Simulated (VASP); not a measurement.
Here is a VASP 6.6.1 calculation.

Contents of INCAR:

```
ALGO = Fast
EDIFF = 1E-6
ENCUT = 520
GGA = PS
ISIF = 2
ISMEAR = 0
ISPIN = 2
LASPH = True
LCHARG = False
LMAXMIX = 4
LORBIT = 11
LREAL = False
LWAVE = False
MAGMOM = 2.65
NBANDS = 14
NELM = 150
PREC = Accurate
SIGMA = 0.1
```

File KPOINTS:

```
k-points
0
Gamma
  10 10 10
```

File POSCAR:

```
Fe
1.0
   -1.3944552974      1.3944552974      1.3944552974
    1.3944552974     -1.3944552974      1.3944552974
    1.3944552974      1.3944552974     -1.3944552974
Fe
1
Direct
    0.0000000000      0.0000000000      0.0000000000
```

Potentials or basis: VASP PAW PBE potentials, release 64 (Fe).

The run is started by

```sh
$ cat potpaw_PBE.64/Fe/POTCAR > POTCAR
$ mpirun -np 1 vasp_std > vasp.out
```

Problem. Predict the net moment.

Solution. 2.13 μB per cell.

Problem. What does it give for the pressure?

Solution. -0.1 GPa.

Problem. Predict the site moments.

Solution. Fe +2.11 μB.

Caveat: the PAW data sets were made with another functional, which shifts forces and pressure a little.
